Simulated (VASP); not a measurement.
## Pt: single point with PBEsol

Crystal: Pt.

```
CELL_PARAMETERS angstrom
2.53440 0.00000 0.00000
-1.26720 2.19485 0.00000
0.00000 0.00000 4.55000
ATOMIC_POSITIONS crystal
Pt 0.66667 0.33333 0.75000
Pt 0.33333 0.66667 0.25000
```

This isn't the form of Pt at room conditions, which is fcc.

```
Program                : VASP 6.6.1
Task                   : single point
Functional             : PBEsol
Potentials or basis    : VASP PAW PBE potentials, release 64 (Pt)
Cutoff                 : 520 eV
k mesh                 : 18 × 18 × 10
Occupations            : gaussian, width 0.15 eV
Spin                   : no spin polarisation
Dipole correction      : no
Further INCAR settings : ALGO = Normal; EDIFF = 1e-07; NBANDS = 17
```

| Item | Value |
| --- | --- |
| Pressure | 84.1 GPa |
| Band gap on the k mesh | zero (bands 10 and 11 overlap by 2.00 eV) |

Stress tensor (GPa, compression positive):
```
95.49  0.00  0.00
 0.00 95.49  0.00
 0.00  0.00 61.41
```

Levels at points of the mesh, in eV from the Fermi level:
| k point | band 7 | band 8 | band 9 | band 10 | band 11 | band 12 | band 13 | band 14 |
| --- | --- | --- | --- | --- | --- | --- | --- | --- |
| (0.00, 0.00, 0.00) | -4.43 | -2.26 | -2.26 | -2.10 | -0.24 | -0.24 | 5.81 | 14.64 |
| (0.50, 0.00, 0.00) | -3.65 | -0.04 | 0.75 | 1.00 | 2.85 | 4.65 | 8.67 | 9.59 |
| (0.00, 0.00, 0.50) | -4.85 | -4.85 | -1.01 | -1.01 | -1.01 | -1.01 | 12.58 | 12.58 |
| (0.50, 0.00, 0.50) | -1.46 | -1.46 | 0.89 | 0.89 | 1.68 | 1.68 | 8.51 | 8.51 |

Run time: 29 s on 1 thread of Intel(R) Xeon(R) 6975P-C (Granite Rapids), with other jobs on the host, peak memory 0.2 GiB.

Caveat: the stress differs along the axes, from 61 to 95 GPa; the PAW data sets were made with another functional, which shifts forces and pressure a little; spin-orbit coupling is left out, which moves the levels of the heavy elements.
